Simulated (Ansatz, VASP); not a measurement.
## One calculation of P, two programs

```
P
1.0
     0.00000    2.65068    2.65068
     2.65068    0.00000    2.65068
     2.65068    2.65068    0.00000
P
2
Cartesian
  0.6627 0.6627 0.6627
  4.6387 4.6387 4.6387
```

Alike in both runs: task single point; functional PBEsol; k mesh 17 × 17 × 17; occupations fermi-dirac, width 0.1 eV; no spin polarisation.

```csv
,VASP,Ansatz
version,VASP 6.6.1,Ansatz 0.2.0
potentials or method,"VASP PAW PBE potentials, release 64 (P), cutoff 520 eV","plane waves (420 eV) with PAW, scalar-relativistic"
valence electrons in the cell,10,10
```

Ansatz gave:

| Item | Value |
| --- | --- |
| pressure (GPa) | 2.3 |

Problem. What did VASP give for the same quantities?

Solution. Pressure (GPa): 2.4.

VASP's potentials were made for PBE, not for PBEsol, and Ansatz warns of the same on its side.
